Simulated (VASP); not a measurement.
# MnIn3 (P6/mmm) in VASP: relaxation of cell and atoms with PBE

Aim: the relaxation of cell and atoms of MnIn3 with PBE.

Program: VASP 6.6.1. These are calculated values, not measurements. Logs are shortened: lines on timing, memory, paths and dates and some standing lists are left out, and cuts for length are marked.

## 1. The cell of the first run

It takes space group P6/mmm (No. 191, hexagonal). The conventional cell has a = 3.966 Å, b = 3.966 Å, c = 7.787 Å, α = 90.00°, β = 90.00°, γ = 120.00°. Within 3.0 Å of Mn (site symmetry 6/mmm) lie 6 In at 2.29 Å. In (site symmetry 6/mmm) has 2 Mn at 3.89 Å and 18 In at 3.97 to 4.52 Å within 5.1 Å. In (site symmetry -6m2) has 3 In at 2.29 Å and 3 Mn at 2.29 Å within 3.0 Å.

The cell was generated, and may not be a known phase.

## 2. Relaxation of cell and atoms, PBE, collinear spin, ferromagnetic start

Input file INCAR:

```
SYSTEM = MnIn3
PREC = Accurate
ENCUT = 600
EDIFF = 1E-6
ISMEAR = 0
SIGMA = 0.1
LREAL = .False.
LASPH = .True.
NELM = 150
ALGO = Normal
ISIF = 3
LWAVE = .False.
LCHARG = .False.
ISPIN = 2
MAGMOM = 4 0 0 0
LORBIT = 11
LMAXMIX = 4
GGA = PE
IBRION = 2
NSW = 90
EDIFFG = -0.04
```

Input file KPOINTS:

```
Automatic mesh
0
Gamma
  6 6 2
  0 0 0
```

Input file POSCAR:

```
MnIn3
1.0
    3.9663165400      0.0000000000      0.0000000000
   -1.9831582700      3.4349308800      0.0000000000
    0.0000000000      0.0000000000      7.7868194300
Mn In
1 3
Direct
    0.0000000000      0.0000000000      0.5000000000
    0.0000000000      0.0000000000      0.0000000000
    0.3333333300      0.6666666700      0.5000000000
    0.6666666700      0.3333333300      0.5000000000
```

Potentials or basis: VASP PAW PBE potentials, release 64 (Mn_pv, In_d).

Launch:

```sh
$ cat potpaw_PBE.64/Mn_pv/POTCAR potpaw_PBE.64/In_d/POTCAR > POTCAR
$ mpirun -np 1 vasp_std > vasp.out
```

OUTCAR:

```text
SYSTEM = MnIn3
   PREC = Accurate
   ENCUT = 600
   EDIFF = 1E-6
   ISMEAR = 0
   LREAL = .False.
   LASPH = .True.
   NELM = 150
   ISIF = 3
   ISPIN = 2
   LORBIT = 11
   GGA = PE
   IBRION = 2
   NSW = 90
   EDIFFG = -0.04

 ion  position               nearest neighbor table
   1  0.000  0.000  0.500-   3 2.29   4 2.29   3 2.29   4 2.29   4 2.29   3 2.29
   2  0.000  0.000  0.000-
   3  0.333  0.667  0.500-   4 2.29   1 2.29   4 2.29   1 2.29   1 2.29   4 2.29
   4  0.667  0.333  0.500-   3 2.29   1 2.29   3 2.29   1 2.29   1 2.29   3 2.29

  LATTYP: Found a hexagonal cell.
 ALAT       =     3.9663165400
 C/A-ratio  =     1.9632370113

  Lattice vectors:

 A1 = (   3.9663165400,   0.0000000000,   0.0000000000)
 A2 = (  -1.9831582700,   3.4349308800,   0.0000000000)
 A3 = (   0.0000000000,   0.0000000000,   7.7868194300)

Analysis of symmetry for initial positions (statically):
=====================================================================
 Subroutine PRICEL returns:
 Original cell was already a primitive cell.

 Routine SETGRP: Setting up the symmetry group for a
 hexagonal supercell.

 Subroutine GETGRP returns: Found 24 space group operations
 (whereof 24 operations were pure point group operations)
 out of a pool of 24 trial point group operations.

The static configuration has the point symmetry D_6h.

Analysis of symmetry for dynamics (positions and initial velocities):
=====================================================================
 Subroutine PRICEL returns:
 Original cell was already a primitive cell.

 Routine SETGRP: Setting up the symmetry group for a
 hexagonal supercell.

 Subroutine GETGRP returns: Found 24 space group operations
 (whereof 24 operations were pure point group operations)
 out of a pool of 24 trial point group operations.

The dynamic configuration has the point symmetry D_6h.

Analysis of structural, dynamic, and magnetic symmetry:
=====================================================================
 Subroutine PRICEL returns:
 Original cell was already a primitive cell.

 Routine SETGRP: Setting up the symmetry group for a
 hexagonal supercell.

 Subroutine GETGRP returns: Found 24 space group operations
 (whereof 24 operations were pure point group operations)
 out of a pool of 24 trial point group operations.

The overall configuration has the point symmetry D_6h.

 Subroutine INISYM returns: Found 24 space group operations
 (whereof 24 operations are pure point group operations),
 and found     1 'primitive' translations

----------------------------------------------------------------------------------------

                                     Primitive cell

  volume of cell :     106.0878

  direct lattice vectors                    reciprocal lattice vectors
     3.966316540  0.000000000  0.000000000     0.252123095  0.145563337  0.000000000
    -1.983158270  3.434930880  0.000000000     0.000000000  0.291126673  0.000000000
     0.000000000  0.000000000  7.786819430     0.000000000  0.000000000  0.128422138

  length of vectors
     3.966316540  3.966316537  7.786819430     0.291126673  0.291126673  0.128422138

  position of ions in fractional coordinates (direct lattice)
     0.000000000  0.000000000  0.500000000
     0.000000000  0.000000000  0.000000000
     0.333333330  0.666666670  0.500000000
     0.666666670  0.333333330  0.500000000

  ion indices of the primitive-cell ions
   primitive index   ion index
                 1           1
                 2           2
                 3           3
                 4           4

----------------------------------------------------------------------------------------

 KPOINTS: Automatic mesh

Automatic generation of k-mesh.
 Grid dimensions read from file:
 generate k-points for:    6    6    2

 Generating k-lattice:

  Cartesian coordinates                     Fractional coordinates (reciprocal lattice)
     0.042020516  0.024260556  0.000000000     0.166666667  0.000000000  0.000000000
     0.000000000  0.048521112  0.000000000     0.000000000  0.166666667  0.000000000
     0.000000000  0.000000000  0.064211069     0.000000000  0.000000000  0.500000000

  Length of vectors
     0.048521112  0.048521112  0.064211069

  Shift w.r.t. Gamma in fractional coordinates (k-lattice)
     0.000000000  0.000000000  0.000000000

 Subroutine IBZKPT returns following result:
 ===========================================

 Found     14 irreducible k-points:

 Following reciprocal coordinates:
            Coordinates               Weight
  0.000000  0.000000  0.000000      1.000000
  0.166667  0.000000  0.000000      6.000000
  0.333333  0.000000  0.000000      6.000000
  0.500000  0.000000  0.000000      3.000000
  0.166667  0.166667  0.000000      6.000000
  0.333333  0.166667  0.000000     12.000000
  0.333333  0.333333  0.000000      2.000000
  0.000000  0.000000  0.500000      1.000000
  0.166667  0.000000  0.500000      6.000000
  0.333333  0.000000  0.500000      6.000000
  0.500000  0.000000  0.500000      3.000000
  0.166667  0.166667  0.500000      6.000000
  0.333333  0.166667  0.500000     12.000000
  0.333333  0.333333  0.500000      2.000000
   k-points           NKPTS =     14   k-points in BZ     NKDIM =     14   number of bands    NBANDS=     33
   number of dos      NEDOS =    301   number of ions     NIONS =      4
   total plane-waves  NPLWV =  65536
   dimension x,y,z NGX =    32 NGY =   32 NGZ =   64
   dimension x,y,z NGXF=    64 NGYF=   64 NGZF=  128
   ions per type =               1   3
   NGX,Y,Z   is equivalent  to a cutoff of  13.41, 13.41, 13.66 a.u.
   NGXF,Y,Z  is equivalent  to a cutoff of  26.83, 26.83, 27.33 a.u.
 SYSTEM =  MnIn3
   PREC   = accura    normal or accurate (medium, high low for compatibility)
   ISTART =      0    job   : 0-new  1-cont  2-samecut
   ICHARG =      2    charge: 1-file 2-atom 10-const
   ISPIN  =      2    spin polarized calculation?
   LNONCOLLINEAR =      F non collinear calculations
   LSORBIT =      F    spin-orbit coupling
   LASPH  =      T    aspherical Exc in radial PAW
   ENCUT  =  600.0 eV  44.10 Ry    6.64 a.u.   7.92  7.92 15.55*2*pi/ulx,y,z
   NELM   =    150;   NELMIN=  2; NELMDL= -5     # of ELM steps
   EDIFF  = 0.1E-05   stopping-criterion for ELM
   LREAL  =      F    real-space projection
   EDIFFG = -.4E-01   stopping-criterion for IOM
   NSW    =     90    number of steps for IOM
   IBRION =      2    ionic relax: 0-MD 1-quasi-New 2-CG
   NFREE  =      1    steps in history (QN), initial steepest desc. (CG)
   ISIF   =      3    stress and relaxation
   ISYM   =      2    0-nonsym 1-usesym 2-fastsym
   POTIM  = 0.5000    time-step for ionic-motion
   TEBEG  =    0.0;   TEEND  =   0.0 temperature during run
   PSTRESS=    0.0 pullay stress
   NELECT =      52.0000    total number of electrons
   NUPDOWN=      -1.0000    fix difference up-down
   EMIN   =  10.00;   EMAX   =-10.00  energy-range for DOS
   EFERMI =   0.00;   METHOD = LEGACY
   ISMEAR =     0;   SIGMA  =   0.10  broadening in eV -4-tet -1-fermi 0-gaus
   EFERMI_NEDOS =   21; number of points for ismear=-14 and -15
   IALGO  =     38    algorithm
   IMIX   =      4    mixing-type and parameters
     AMIX     =   0.40;   BMIX     =  1.00
     AMIX_MAG =   1.60;   BMIX_MAG =  1.00
  volume/ion in A,a.u.               =      26.52       178.98
  Fermi-wavevector in a.u.,A,eV,Ry     =   1.290786  2.439231 22.669041  1.666128
  Thomas-Fermi vector in A             =   2.422596
   LORBIT       =     11    0 simple, 1 ext, 2 COOP (PROOUT), +10 PAW based schemes
   GGA     = PE    functional components
   LHFCALC =     F    Hartree Fock is set to
   AEXX    =    0.0000 exact exchange contribution
   IVDW    =     0    specifies the selected vdW correction
   LEPSILON=     F    determine dielectric tensor
   LRPA    =     F    only Hartree local field effects (RPA)
 conjugate gradient relaxation of ions
 spin polarized calculation
 Gauss-broadening in eV      SIGMA  =   0.10
  energy-cutoff  :      600.00
  volume of cell :      106.09
 maximum number of plane-waves:      3552
 NGX is ok and might be reduce to    32
   NGX = 15   NGY = 15   NGZ = 31

--------------------------------------- Ionic step        1  -------------------------------------------

 number of electron      51.9999972 magnetization       2.7298339

 Free energy of the ion-electron system (eV)
  ---------------------------------------------------
  ext. energy  EPLUGINS =         0.00000000
  ---------------------------------------------------
  free energy    TOTEN  =        -5.90098344 eV

  energy without entropy =       -5.87998367  energy(sigma->0) =       -5.89048355

------------------------ aborting loop because EDIFF is reached ----------------------------------------

  FORCE on cell =-STRESS in cart. coord.  units (eV):
  Direction    XX          YY          ZZ          XY          YZ          ZX
  --------------------------------------------------------------------------------------
  -------------------------------------------------------------------------------------
  Total       48.2303004     48.2303003     -2.9720961      0.0000000     -0.0000000     -0.0000000
  in kB      728.3918405    728.3918392    -44.8856952      0.0000000     -0.0000000     -0.0000000
  external PRESSURE =     470.6326615 kB  Pullay stress =       0.0000000 kB
[... 2140 lines left out ...]
     32      14.1204      0.00000
     33      14.1204      0.00000

[... ionic steps 4 to 16 ...]

--------------------------------------- Ionic step       17  -------------------------------------------

 number of electron      51.9999993 magnetization      -0.0002289

 number of electron      51.9999993 magnetization       0.0001637
[... 75 lines left out ...]
 number of electron      51.9999980 magnetization       0.0000266

 number of electron      51.9999980 magnetization      -0.0000053

 Free energy of the ion-electron system (eV)
  ---------------------------------------------------
  ext. energy  EPLUGINS =         0.00000000
  ---------------------------------------------------
  free energy    TOTEN  =       -14.87044758 eV

  energy without entropy =      -14.83883029  energy(sigma->0) =      -14.85463893

 E-fermi :   6.2956     XC(G=0):  -9.8072

 val. band max:        6.2503197757   @ k =   0.3333   0.1667   0.5000
 cond. band min:       6.2967557885   @ k =   0.1667   0.0000   0.0000
 fundamental gap:      0.0464360127
 Fermi energy:         6.2956151872
[... 1042 lines left out ...]
  FREE ENERGIE OF THE ION-ELECTRON SYSTEM (eV)
  ---------------------------------------------------
  free  energy   TOTEN  =       -14.8704475759 eV

  energy  without entropy=      -14.8388302906  energy(sigma->0) =      -14.85463893

 reached required accuracy - stopping structural energy minimisation

 total charge

# of ion       s       p       d       tot
------------------------------------------
    1        0.293   6.188   5.292  11.772
    2        1.012   0.524   9.850  11.386
    3        0.883   0.739   9.868  11.490
    4        0.883   0.739   9.868  11.490
--------------------------------------------------
tot          3.070   8.190  34.877  46.138

 magnetization (x)

# of ion       s       p       d       tot
------------------------------------------
    1       -0.000  -0.000  -0.000  -0.000
    2       -0.000  -0.000  -0.000  -0.000
    3       -0.000  -0.000  -0.000  -0.000
    4       -0.000  -0.000  -0.000  -0.000
--------------------------------------------------
tot         -0.000  -0.000  -0.000  -0.000
```

Run time: 23 min. Hardware: 1 thread of Intel Xeon 6975P-C (Granite Rapids), shared host; peak memory 0.38 GiB.

Results:

| Property | Result |
| --- | --- |
| Free energy | -14.8704 eV |
| Relaxed volume | 25.59 Å³/atom |
| Relaxed cell | a = 4.816 Å, b = 4.816 Å, c = 5.096 Å, α = 90.00°, β = 90.00°, γ = 120.00° |
| Space group after relaxing (to 0.1 Å) | P6/mmm (No. 191) |
| Energy gained by relaxing | 2242.4 meV/atom |
| Ionic steps | 19 |
| Pressure after relaxing | 0.0 GPa |
| Band gap on the k mesh | zero (filled and empty bands overlap) |
| Net moment | 0.00 μB per cell |
| Valence electrons inside the program's atomic spheres | Mn 11.77; In 11.39, 11.49 (each value once) |

Step by step:
```
step  energy change (eV)  largest force (eV/Å)  pressure (GPa)  volume (Å³)
   1              0.0000                0.0000           47.06       106.09
   2             -5.7890                0.0000           -4.33       255.89
   3             -7.8960                0.0000           -2.09       167.09
   4             -7.9044                0.0000           -2.07       165.71
   5             -6.9474                0.0000            8.80       134.37
   6             -7.9185                0.0000           -2.04       163.34
   7             -7.7967                0.0000            1.51       148.53
   8             -7.9296                0.0000           -1.65       160.50
   9             -7.9307                0.0000           -1.34       158.92
  10             -8.1048                0.0000           -1.42       152.45
  11             -8.5682                0.0000           -1.49       137.60
  12             -8.9196                0.0000           -2.79       107.75
  13             -8.2400                0.0000            6.61        95.07
  14             -8.9293                0.0000           -2.47       106.67
  15             -8.9308                0.0000           -1.92       105.62
  16             -8.5987                0.0000           10.55        89.92
  17             -8.9522                0.0000           -0.14       102.28
  18             -8.9550                0.0000            0.31       102.37
  19             -8.9695                0.0000            0.01       102.35
```

Final structure:
```xyz
4
Lattice="4.8158 0.0000 0.0000 -2.4079 4.1706 0.0000 0.0000 0.0000 5.0958" Properties=species:S:1:pos:R:3 pbc="T T T"
Mn    4.8158    0.0000    2.5479
In    4.8158    0.0000    0.0000
In    0.0000    2.7804    2.5479
In    2.4079    1.3902    2.5479
```

Levels at points of the mesh, in eV from the Fermi level:
Spin up:
| k point | band 24 | band 25 | band 26 | band 27 | band 28 | band 29 |
| --- | --- | --- | --- | --- | --- | --- |
| (0.00, 0.00, 0.00) | -0.13 | -0.13 | 0.56 | 0.91 | 0.91 | 1.37 |
| (0.50, 0.00, 0.00) | -0.66 | -0.25 | -0.15 | 0.13 | 1.41 | 1.53 |
| (0.00, 0.00, 0.50) | -0.63 | -0.63 | 0.91 | 1.89 | 2.47 | 2.47 |
| (0.50, 0.00, 0.50) | -1.43 | -0.75 | -0.60 | -0.25 | 0.80 | 1.85 |
Spin down:
```tsv
k point	band 24	band 25	band 26	band 27	band 28	band 29
(0.00, 0.00, 0.00)	-0.13	-0.13	0.56	0.91	0.91	1.37
(0.50, 0.00, 0.00)	-0.66	-0.25	-0.15	0.13	1.41	1.53
(0.00, 0.00, 0.50)	-0.63	-0.63	0.91	1.89	2.47	2.47
(0.50, 0.00, 0.50)	-1.43	-0.75	-0.60	-0.25	0.80	1.85
```

Caveat: the k points lie up to 0.62 Å⁻¹ apart in the final cell, too coarse for converged energies and pressures of a metal; the moments typed at the start vanished in this run; a cell axis changed by over 15 % at a fixed basis, so the end point is rough; spin-orbit coupling is left out, which moves the levels of the heavy elements.

The gap in the log of VASP goes by the Fermi energy; the results here count the filled bands.